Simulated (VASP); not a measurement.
ScSiS3: single point with PBE

Crystal: ScSiS3.

```
Sc Si S
1.0
     5.05894    0.00000    0.00000
     0.00000    5.05894    0.00000
     0.00000    0.00000    4.95718
Sc Si S
1 1 3
Cartesian
  0.0000 0.0000 2.4786
  2.5295 2.5295 2.4786
  2.5295 0.0000 2.4786
  0.0000 2.5295 2.4786
  0.0000 0.0000 0.0000
```

```json
{"Program": "VASP 6.6.1", "Task": "single point", "Functional": "PBE", "Potentials or basis": "VASP PAW PBE potentials, release 64 (Sc_sv, Si, S)", "Cutoff": "520 eV", "k mesh": "4 × 4 × 4", "Occupations": "gaussian, width 0.1 eV", "Spin": "collinear spin, ferromagnetic start", "Starting moments": "[1.0, 0.0, 0.0, 0.0, 0.0] μB"}
```

```
Pressure                                              : 0.1 GPa
Net moment                                            : 0.00 μB per cell
Valence electrons inside the program's atomic spheres : Sc 9.46; Si 1.43; S 3.71
```

Levels at points of the mesh, in eV from the Fermi level:
Spin up:
| k point | band 12 | band 13 | band 14 | band 15 | band 16 | band 17 | band 18 | band 19 | band 20 | band 21 |
| --- | --- | --- | --- | --- | --- | --- | --- | --- | --- | --- |
| (0.00, 0.00, 0.00) | -2.10 | -2.10 | -1.18 | -0.35 | 0.03 | 0.03 | 1.15 | 1.88 | 1.88 | 2.58 |
| (0.50, 0.00, 0.00) | -2.49 | -2.39 | -0.80 | -0.35 | 0.01 | 0.05 | 1.57 | 1.98 | 1.98 | 2.81 |
| (0.50, 0.50, 0.00) | -2.12 | -1.99 | -1.28 | -0.73 | -0.73 | 0.41 | 0.74 | 1.53 | 1.53 | 3.33 |
| (0.00, 0.00, 0.50) | -2.73 | -1.85 | -1.85 | -1.44 | -1.21 | -1.21 | 1.20 | 2.03 | 2.89 | 3.66 |
| (0.50, 0.00, 0.50) | -2.66 | -2.48 | -1.91 | -1.14 | 0.03 | 0.23 | 1.12 | 2.02 | 2.83 | 3.61 |
| (0.50, 0.50, 0.50) | -3.00 | -2.37 | -1.98 | -0.34 | 0.46 | 0.46 | 0.82 | 1.55 | 1.55 | 3.96 |
Spin down:
```tsv
k point	band 14	band 15	band 16	band 17	band 18	band 19
(0.00, 0.00, 0.00)	-1.18	-0.35	0.03	0.03	1.15	1.88
(0.50, 0.00, 0.00)	-0.80	-0.35	0.01	0.05	1.57	1.98
(0.50, 0.50, 0.00)	-1.28	-0.73	-0.73	0.40	0.74	1.53
(0.00, 0.00, 0.50)	-1.85	-1.44	-1.21	-1.21	1.20	2.02
(0.50, 0.00, 0.50)	-1.91	-1.14	0.03	0.23	1.12	2.02
(0.50, 0.50, 0.50)	-1.98	-0.34	0.46	0.46	0.82	1.55
```

Run time: 69 s on 1 thread of Intel(R) Xeon(R) 6975P-C (Granite Rapids) (shared host), peak memory 0.33 GiB.
